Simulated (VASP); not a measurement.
# CoSi2 (Fm-3m) in VASP: a series of runs

The runs below take CoSi2 through single point, with PBE.

Everything below comes from runs of VASP 6.6.1. Logs are shortened: lines on timing, memory, paths and dates and some standing lists are left out, and cuts for length are marked.

### 1 The cell of the first run

It takes space group Fm-3m (No. 225, cubic). Conventional cell: a = 5.356 Å, b = 5.356 Å, c = 5.356 Å, α = 90.00°, β = 90.00°, γ = 90.00°. Within 3.1 Å of Co (site symmetry m-3m) lie 8 Si at 2.32 Å. Si (site symmetry -43m) has 4 Co at 2.32 Å and 6 Si at 2.68 Å within 3.1 Å.

### 2 Single point, PBE, collinear spin, ferromagnetic start

INCAR

```
SYSTEM = CoSi2
PREC = Accurate
ENCUT = 520
EDIFF = 1E-6
ISMEAR = -1
SIGMA = 0.05
LREAL = .False.
LASPH = .True.
NELM = 150
ALGO = Normal
ISIF = 2
LWAVE = .False.
LCHARG = .True.
ISPIN = 2
MAGMOM = 0.09 0 0
LORBIT = 11
LMAXMIX = 4
GGA = PE
LELF = .True.
LVHAR = .True.
NBANDS = 20
```

KPOINTS

```
Automatic mesh
0
Gamma
  9 9 9
  0 0 0
```

POSCAR

```
CoSi2
1.0
    0.0000000000      2.6780000000      2.6780000000
    2.6780000000      0.0000000000      2.6780000000
    2.6780000000      2.6780000000      0.0000000000
Co Si
1 2
Direct
    0.0000000000      0.0000000000      0.0000000000
    0.7500000000      0.7500000000      0.7500000000
    0.2500000000      0.2500000000      0.2500000000
```

Potentials or basis: VASP PAW PBE potentials, release 64 (Co, Si).

Launch:

```
$ cat potpaw_PBE.64/Co/POTCAR potpaw_PBE.64/Si/POTCAR > POTCAR
$ mpirun -np 1 vasp_std > vasp.out
```

OUTCAR:

```text
SYSTEM = CoSi2
   PREC = Accurate
   ENCUT = 520
   EDIFF = 1E-6
   ISMEAR = -1
   LREAL = .False.
   LASPH = .True.
   NELM = 150
   ISIF = 2
   ISPIN = 2
   LORBIT = 11
   GGA = PE

 ion  position               nearest neighbor table
   1  0.000  0.000  0.000-   2 2.32   3 2.32   2 2.32   2 2.32   3 2.32   2 2.32   3 2.32   3 2.32

   2  0.750  0.750  0.750-   1 2.32   1 2.32   1 2.32   1 2.32   3 2.68   3 2.68   3 2.68   3 2.68
                             3 2.68   3 2.68
   3  0.250  0.250  0.250-   1 2.32   1 2.32   1 2.32   1 2.32   2 2.68   2 2.68   2 2.68   2 2.68
                             2 2.68   2 2.68

  LATTYP: Found a face centered cubic cell.
 ALAT       =     5.3560000000

  Lattice vectors:

 A1 = (   0.0000000000,   2.6780000000,   2.6780000000)
 A2 = (   2.6780000000,   0.0000000000,   2.6780000000)
 A3 = (   2.6780000000,   2.6780000000,   0.0000000000)

Analysis of symmetry for initial positions (statically):
=====================================================================
 Subroutine PRICEL returns:
 Original cell was already a primitive cell.

 Routine SETGRP: Setting up the symmetry group for a
 face centered cubic supercell.

 Subroutine GETGRP returns: Found 48 space group operations
 (whereof 48 operations were pure point group operations)
 out of a pool of 48 trial point group operations.

The static configuration has the point symmetry O_h .

Analysis of symmetry for dynamics (positions and initial velocities):
=====================================================================
 Subroutine PRICEL returns:
 Original cell was already a primitive cell.

 Routine SETGRP: Setting up the symmetry group for a
 face centered cubic supercell.

 Subroutine GETGRP returns: Found 48 space group operations
 (whereof 48 operations were pure point group operations)
 out of a pool of 48 trial point group operations.

The dynamic configuration has the point symmetry O_h .

Analysis of structural, dynamic, and magnetic symmetry:
=====================================================================
 Subroutine PRICEL returns:
 Original cell was already a primitive cell.

 Routine SETGRP: Setting up the symmetry group for a
 face centered cubic supercell.

 Subroutine GETGRP returns: Found 48 space group operations
 (whereof 48 operations were pure point group operations)
 out of a pool of 48 trial point group operations.

The overall configuration has the point symmetry O_h .

 Subroutine INISYM returns: Found 48 space group operations
 (whereof 48 operations are pure point group operations),
 and found     1 'primitive' translations

----------------------------------------------------------------------------------------

                                     Primitive cell

  volume of cell :      38.4115

  direct lattice vectors                    reciprocal lattice vectors
     0.000000000  2.678000000  2.678000000    -0.186706497  0.186706497  0.186706497
     2.678000000  0.000000000  2.678000000     0.186706497 -0.186706497  0.186706497
     2.678000000  2.678000000  0.000000000     0.186706497  0.186706497 -0.186706497

  length of vectors
     3.787263920  3.787263920  3.787263920     0.323385140  0.323385140  0.323385140

  position of ions in fractional coordinates (direct lattice)
     0.000000000  0.000000000  0.000000000
     0.750000000  0.750000000  0.750000000
     0.250000000  0.250000000  0.250000000

  ion indices of the primitive-cell ions
   primitive index   ion index
                 1           1
                 2           2
                 3           3

----------------------------------------------------------------------------------------

 KPOINTS: Automatic mesh

Automatic generation of k-mesh.
 Grid dimensions read from file:
 generate k-points for:    9    9    9

 Generating k-lattice:

  Cartesian coordinates                     Fractional coordinates (reciprocal lattice)
    -0.020745166  0.020745166  0.020745166     0.111111111  0.000000000  0.000000000
     0.020745166 -0.020745166  0.020745166     0.000000000  0.111111111  0.000000000
     0.020745166  0.020745166 -0.020745166     0.000000000  0.000000000  0.111111111

  Length of vectors
     0.035931682  0.035931682  0.035931682

  Shift w.r.t. Gamma in fractional coordinates (k-lattice)
     0.000000000  0.000000000  0.000000000

 Subroutine IBZKPT returns following result:
 ===========================================

 Found     35 irreducible k-points:

 Following reciprocal coordinates:
            Coordinates               Weight
  0.000000  0.000000  0.000000      1.000000
  0.111111  0.000000  0.000000      8.000000
  0.222222  0.000000  0.000000      8.000000
  0.333333  0.000000  0.000000      8.000000
  0.444444  0.000000  0.000000      8.000000
  0.111111  0.111111  0.000000      6.000000
[... 16 lines left out ...]
 -0.333333  0.333333  0.000000     12.000000
  0.444444  0.444444  0.000000      6.000000
 [... further k-points ...]
   k-points           NKPTS =     35   k-points in BZ     NKDIM =     35   number of bands    NBANDS=     20
   number of dos      NEDOS =    301   number of ions     NIONS =      3
   total plane-waves  NPLWV =  21952
   dimension x,y,z NGX =    28 NGY =   28 NGZ =   28
   dimension x,y,z NGXF=    56 NGYF=   56 NGZF=   56
   ions per type =               1   2
   NGX,Y,Z   is equivalent  to a cutoff of  12.29, 12.29, 12.29 a.u.
   NGXF,Y,Z  is equivalent  to a cutoff of  24.58, 24.58, 24.58 a.u.
 SYSTEM =  CoSi2
   PREC   = accura    normal or accurate (medium, high low for compatibility)
   ISTART =      0    job   : 0-new  1-cont  2-samecut
   ICHARG =      2    charge: 1-file 2-atom 10-const
   ISPIN  =      2    spin polarized calculation?
   LNONCOLLINEAR =      F non collinear calculations
   LSORBIT =      F    spin-orbit coupling
   LASPH  =      T    aspherical Exc in radial PAW
   ENCUT  =  520.0 eV  38.22 Ry    6.18 a.u.   7.04  7.04  7.04*2*pi/ulx,y,z
   NELM   =    150;   NELMIN=  2; NELMDL= -5     # of ELM steps
   EDIFF  = 0.1E-05   stopping-criterion for ELM
   LREAL  =      F    real-space projection
   EDIFFG = 0.1E-04   stopping-criterion for IOM
   NSW    =      0    number of steps for IOM
   IBRION =     -1    ionic relax: 0-MD 1-quasi-New 2-CG
   NFREE  =      0    steps in history (QN), initial steepest desc. (CG)
   ISIF   =      2    stress and relaxation
   ISYM   =      2    0-nonsym 1-usesym 2-fastsym
   POTIM  = 0.5000    time-step for ionic-motion
   TEBEG  =    0.0;   TEEND  =   0.0 temperature during run
   PSTRESS=    0.0 pullay stress
   NELECT =      17.0000    total number of electrons
   NUPDOWN=      -1.0000    fix difference up-down
   EMIN   =  10.00;   EMAX   =-10.00  energy-range for DOS
[... 5 lines left out ...]
     AMIX     =   0.40;   BMIX     =  1.00
     AMIX_MAG =   1.60;   BMIX_MAG =  1.00
  volume/ion in A,a.u.               =      12.80        86.40
  Fermi-wavevector in a.u.,A,eV,Ry     =   1.247586  2.357596 21.177078  1.556471
  Thomas-Fermi vector in A             =   2.381712
   LORBIT       =     11    0 simple, 1 ext, 2 COOP (PROOUT), +10 PAW based schemes
   GGA     = PE    functional components
   LHFCALC =     F    Hartree Fock is set to
   AEXX    =    0.0000 exact exchange contribution
   IVDW    =     0    specifies the selected vdW correction
   LEPSILON=     F    determine dielectric tensor
   LRPA    =     F    only Hartree local field effects (RPA)
 spin polarized calculation
  energy-cutoff  :      520.00
  volume of cell :       38.41
 maximum number of plane-waves:      1044
   NGX = 15   NGY = 15   NGZ = 15

 number of electron      16.9999995 magnetization       0.0003788

 number of electron      16.9999995 magnetization      -0.0000979

 Free energy of the ion-electron system (eV)
  ---------------------------------------------------
  ext. energy  EPLUGINS =         0.00000000
  ---------------------------------------------------
  free energy    TOTEN  =       -19.29501352 eV

  energy without entropy =      -19.28491646  energy(sigma->0) =      -19.28996499

 E-fermi :  10.0622     XC(G=0): -11.7462

 val. band max:       10.0417541386   @ k =  -0.2222   0.1111   0.0000
 cond. band min:      10.0871140183   @ k =   0.3333   0.1111   0.0000
 fundamental gap:      0.0453598797
 Fermi energy:        10.0622045544

 spin component 1

 k-point     1 :       0.0000    0.0000    0.0000
  band No.  band energies     occupation
      1      -3.0318      1.00000
      2       6.0176      1.00000
      3       6.0176      1.00000
      4       6.0176      1.00000
      5       8.1895      1.00000
      6       8.1895      1.00000
[... 12 lines left out ...]
     19      20.6396      0.00000
     20      25.0441      0.00000

 k-point     2 :       0.1111    0.0000    0.0000
  band No.  band energies     occupation
      1      -2.8445      1.00000
      2       5.5620      1.00000
      3       6.0836      1.00000
      4       6.0836      1.00000
      5       8.1360      1.00000
      6       8.1360      1.00000
[... 12 lines left out ...]
     19      21.4643      0.00000
     20      25.6222      0.00000

 k-point     3 :       0.2222    0.0000    0.0000
  band No.  band energies     occupation
      1      -2.2891      1.00000
      2       4.4227      1.00000
      3       6.2505      1.00000
      4       6.2505      1.00000
      5       8.0524      1.00000
      6       8.0524      1.00000
[... 12 lines left out ...]
     19      23.6516      0.00000
     20      27.0069      0.00000

 k-point     4 :       0.3333    0.0000    0.0000
  band No.  band energies     occupation
      1      -1.3869      1.00000
      2       2.9274      1.00000
      3       6.4222      1.00000
      4       6.4222      1.00000
      5       8.1153      1.00000
      6       8.1153      1.00000
[... 429 lines left out ...]
 k-point    23 :      -0.3333    0.3333    0.0000
  band No.  band energies     occupation
      1       1.1198      1.00000
      2       1.8929      1.00000
      3       3.9455      1.00000
      4       6.5193      1.00000
      5       6.8307      1.00000
      6       7.6578      1.00000
[... 12 lines left out ...]
     19      26.0506      0.00000
     20      27.0588      0.00000

 k-point    24 :       0.4444    0.4444    0.0000
  band No.  band energies     occupation
      1       0.6208      1.00000
      2       3.3974      1.00000
      3       3.7092      1.00000
      4       6.3988      1.00000
      5       6.3988      1.00000
      6       8.2435      1.00000
[... 12 lines left out ...]
     19      25.1449      0.00000
     20      25.1449      0.00000

 [... further k-points ...]

 spin component 2

 k-point     1 :       0.0000    0.0000    0.0000
  band No.  band energies     occupation
      1      -3.0318      1.00000
      2       6.0175      1.00000
      3       6.0175      1.00000
      4       6.0175      1.00000
      5       8.1894      1.00000
      6       8.1894      1.00000
[... 12 lines left out ...]
     19      20.6397      0.00000
     20      25.0441      0.00000

 k-point     2 :       0.1111    0.0000    0.0000
  band No.  band energies     occupation
      1      -2.8445      1.00000
      2       5.5620      1.00000
      3       6.0835      1.00000
      4       6.0835      1.00000
      5       8.1359      1.00000
      6       8.1359      1.00000
[... 12 lines left out ...]
     19      21.4644      0.00000
     20      25.6221      0.00000

 k-point     3 :       0.2222    0.0000    0.0000
  band No.  band energies     occupation
      1      -2.2890      1.00000
      2       4.4226      1.00000
      3       6.2504      1.00000
      4       6.2504      1.00000
      5       8.0523      1.00000
      6       8.0523      1.00000
[... 12 lines left out ...]
     19      23.6517      0.00000
     20      27.0069      0.00000

 k-point     4 :       0.3333    0.0000    0.0000
  band No.  band energies     occupation
      1      -1.3869      1.00000
      2       2.9274      1.00000
      3       6.4221      1.00000
      4       6.4221      1.00000
      5       8.1152      1.00000
      6       8.1152      1.00000
[... 429 lines left out ...]
 k-point    23 :      -0.3333    0.3333    0.0000
  band No.  band energies     occupation
      1       1.1198      1.00000
      2       1.8929      1.00000
      3       3.9455      1.00000
      4       6.5192      1.00000
      5       6.8307      1.00000
      6       7.6577      1.00000
[... 12 lines left out ...]
     19      26.0506      0.00000
     20      27.0587      0.00000

 k-point    24 :       0.4444    0.4444    0.0000
  band No.  band energies     occupation
      1       0.6208      1.00000
      2       3.3974      1.00000
      3       3.7091      1.00000
      4       6.3989      1.00000
      5       6.3989      1.00000
      6       8.2434      1.00000
[... 12 lines left out ...]
     19      25.1449      0.00000
     20      25.1449      0.00000

 [... further k-points ...]
[... 5 lines left out ...]
  --------------------------------------------------------------------------------------
  -------------------------------------------------------------------------------------
  Total        0.0614760      0.0614760      0.0614760      0.0000000      0.0000000      0.0000000
  in kB        2.5642144      2.5642144      2.5642144      0.0000000      0.0000000      0.0000000
  external PRESSURE =       2.5642144 kB  Pullay stress =       0.0000000 kB

 VOLUME and BASIS-vectors are now :
 -----------------------------------------------------------------------------
  energy-cutoff  :      520.00
  volume of cell :       38.41
      direct lattice vectors                 reciprocal lattice vectors
     0.000000000  2.678000000  2.678000000    -0.186706497  0.186706497  0.186706497
     2.678000000  0.000000000  2.678000000     0.186706497 -0.186706497  0.186706497
     2.678000000  2.678000000  0.000000000     0.186706497  0.186706497 -0.186706497

 POSITION                                       TOTAL-FORCE (eV/Angst)
 -----------------------------------------------------------------------------------
      0.00000      0.00000      0.00000         0.000000     -0.000000     -0.000000
      4.01700      4.01700      4.01700        -0.000000     -0.000000     -0.000000
      1.33900      1.33900      1.33900         0.000000      0.000000      0.000000
 -----------------------------------------------------------------------------------
    total drift:                               -0.000000     -0.000000      0.000000

  FREE ENERGIE OF THE ION-ELECTRON SYSTEM (eV)
  ---------------------------------------------------
  free  energy   TOTEN  =       -19.2950135175 eV

  energy  without entropy=      -19.2849164625  energy(sigma->0) =      -19.28996499

 total charge

# of ion       s       p       d       tot
------------------------------------------
    1        0.540   0.719   7.596   8.855
    2        0.718   0.873   0.000   1.590
    3        0.718   0.873   0.000   1.590
--------------------------------------------------
tot          1.975   2.465   7.596  12.036

 magnetization (x)

# of ion       s       p       d       tot
------------------------------------------
    1       -0.000  -0.000  -0.000  -0.000
    2        0.000   0.000   0.000   0.000
    3        0.000   0.000   0.000   0.000
--------------------------------------------------
tot          0.000  -0.000  -0.000  -0.000
```

Run time: 38 s. Hardware: 1 thread of Intel Xeon 6975P-C (Granite Rapids), shared host; peak memory 0.19 GiB.

Results:

| Quantity | Value |
| --- | --- |
| Free energy | -19.2950 eV |
| Pressure | 0.3 GPa |
| Net moment | 0.00 μB per cell |
| Valence electrons inside the program's atomic spheres | Co 8.86; Si 1.59 |

Levels at points of the mesh, in eV from the Fermi level:
Spin up:
```tsv
k point	band 7	band 8	band 9	band 10	band 11	band 12
(0.00, 0.00, 0.00)	0.79	3.44	3.44	3.44	3.48	3.48
```
Spin down:
```tsv
k point	band 5	band 6	band 7	band 8	band 9	band 10	band 11	band 12	band 13	band 14
(0.00, 0.00, 0.00)	-1.87	-1.87	0.79	3.44	3.44	3.44	3.48	3.48	3.48	5.70
```

### 3 Single point, PBE, collinear spin, ferromagnetic start

INCAR

```
SYSTEM = CoSi2
PREC = Accurate
ENCUT = 520
EDIFF = 1E-7
ISMEAR = 0
SIGMA = 0.019000000000000003
LREAL = .False.
LASPH = .True.
NELM = 150
ALGO = Normal
ISIF = 2
LWAVE = .False.
LCHARG = .False.
ISPIN = 2
MAGMOM = 2 0 0
LORBIT = 11
LMAXMIX = 4
GGA = PE
NBANDS = 20
```

KPOINTS

```
regular mesh
0
Gamma
  9 9 9
  0 0 0
```

POSCAR is that of step 2.

Potentials or basis: VASP PAW PBE potentials, release 64 (Co, Si).

Launch:

```
$ cat potpaw_PBE.64/Co/POTCAR potpaw_PBE.64/Si/POTCAR > POTCAR
$ mpirun -np 1 vasp_std > vasp.out
```

Run time: 40 s. Hardware: 1 thread of Intel Xeon 6975P-C (Granite Rapids), shared host; peak memory 0.19 GiB.

The run converged. Its results:

```
Free energy                                           : -19.2897 eV
Pressure                                              : 0.3 GPa
Net moment                                            : 0.00 μB per cell
Valence electrons inside the program's atomic spheres : Co 8.86; Si 1.59
```

Levels at points of the mesh, in eV from the Fermi level:
Spin up:
```csv
k point,band 5,band 6,band 7,band 8,band 9,band 10,band 11,band 12,band 13,band 14
"(0.00, 0.00, 0.00)",-1.86,-1.86,0.79,3.45,3.45,3.45,3.49,3.49,3.49,5.70
```
Spin down:
```tsv
k point	band 6	band 7	band 8	band 9	band 10	band 11	band 12	band 13
(0.00, 0.00, 0.00)	-1.86	0.79	3.45	3.45	3.45	3.49	3.49	3.49
```

Caveat: the starting moments collapsed, and a magnetic state may lie lower.

(Continued in part 2 of 2.)
